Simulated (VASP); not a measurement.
Input of a VASP 6.6.1 run:

The input INCAR:

```
SYSTEM = W
  ALGO = Normal
  EDIFF = 1E-6
  ENCUT = 520
  GGA = PS
  ISIF = 2
  ISMEAR = -1
  LASPH = .TRUE.
  LCHARG = .TRUE.
  LELF = .TRUE.
  LREAL = .FALSE.
  LVHAR = .TRUE.
  LWAVE = .FALSE.
  NBANDS = 36
  NELM = 80
  PREC = Accurate
  SIGMA = 0.1
```

KPOINTS

```
k-points
0
G
  8 5 5
  0 0 0
```

POSCAR

```
W
1.0
    2.9178285956      0.0000000000      0.0000000000
    0.0000000000      5.0511232574      0.0000000000
    0.0000000000      0.0000000000      5.1132566419
W
4
Direct
    0.7931700000      0.5631600000      0.2500000000
    0.2068300000      0.0631600000      0.2500000000
    0.2068300000      0.4368400000      0.7500000000
    0.7931700000      0.9368400000      0.7500000000
```

Potentials or basis: VASP PAW PBE potentials, release 64 (W_sv).

Run with:

```console
$ cat potpaw_PBE.64/W_sv/POTCAR > POTCAR
$ mpirun -np 1 vasp_std > vasp.out
```

Predict the pressure.

-32.6 GPa.

What does it give for the largest force?

0.384 eV/Å.

Stress tensor (GPa, compression positive):
```
-34.11   0.00   0.00
  0.00 -33.21   0.00
  0.00   0.00 -30.53
```

Caveat: the PAW data sets were made with another functional, which shifts forces and pressure a little.
